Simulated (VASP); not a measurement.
Input of a VASP 6.6.1 run:

Contents of INCAR:

```
SYSTEM = Cs2LiYbF6
ALGO     = Normal         ! electronic algorithm
EDIFF    = 1E-6           ! SCF threshold, eV
ENCUT    = 520            ! plane-wave cutoff, eV
GGA      = PE             ! functional
ISIF     = 2              ! what is computed and relaxed
ISMEAR   = 1              ! smearing method
LASPH    = .TRUE.         ! aspherical terms in the spheres
LCHARG   = .TRUE.         ! write CHGCAR
LELF     = .TRUE.         ! ELF
LREAL    = .FALSE.        ! projectors in reciprocal space
LVHAR    = .TRUE.       
LWAVE    = .FALSE.        ! write WAVECAR
NBANDS   = 54             ! bands
NELM     = 60             ! most SCF steps
PREC     = Accurate       ! precision mode
SIGMA    = 0.0483         ! smearing width, eV
```

The input KPOINTS:

```
k-points
0
G
  5 5 5
  0 0 0
```

POSCAR

```
Cs2LiYbF6
1.0
    0.0000000000      4.4033604300      4.4033604300
    4.4033604300      0.0000000000      4.4033604300
    4.4033604300      4.4033604300      0.0000000000
F Li Yb Cs
6 1 1 2
Direct
    0.7850000000      0.2150000000      0.2150000000
    0.2150000000      0.7850000000      0.2150000000
    0.2150000000      0.7850000000      0.7850000000
    0.7850000000      0.2150000000      0.7850000000
    0.2150000000      0.2150000000      0.7850000000
    0.7850000000      0.7850000000      0.2150000000
    0.5000000000      0.5000000000      0.5000000000
    0.0000000000      0.0000000000      0.0000000000
    0.2500000000      0.2500000000      0.2500000000
    0.7500000000      0.7500000000      0.7500000000
```

Potentials or basis: VASP PAW PBE potentials, release 64 (F, Li_sv, Yb, Cs_sv).

The run is started by

```console
$ cat potpaw_PBE.64/F/POTCAR potpaw_PBE.64/Li_sv/POTCAR potpaw_PBE.64/Yb/POTCAR potpaw_PBE.64/Cs_sv/POTCAR > POTCAR
$ mpirun -np 1 vasp_std > vasp.out
```

Task: Predict the largest force.

Result: 7.102 eV/Å.

Forces in eV/Å, atoms in the order of the input:
```
F    7.102  0.000  0.000
F    0.000  7.102  0.000
F   -7.102  0.000  0.000
F    0.000 -7.102  0.000
F    0.000  0.000  7.102
F    0.000  0.000 -7.102
Li   0.000  0.000  0.000
Yb   0.000  0.000  0.000
Cs   0.000  0.000  0.000
Cs   0.000  0.000  0.000
```

Caveat: spin-orbit coupling is left out, which moves the levels of the heavy elements; an odd number of electrons without spin polarisation forces a metal; a magnetic or distorted state may lie lower; without U or exact exchange the open f shell lies at the Fermi level, which spoils levels, moments and volumes. Spin polarisation is off, so any magnetic state and its effect on volume and gap are missing.
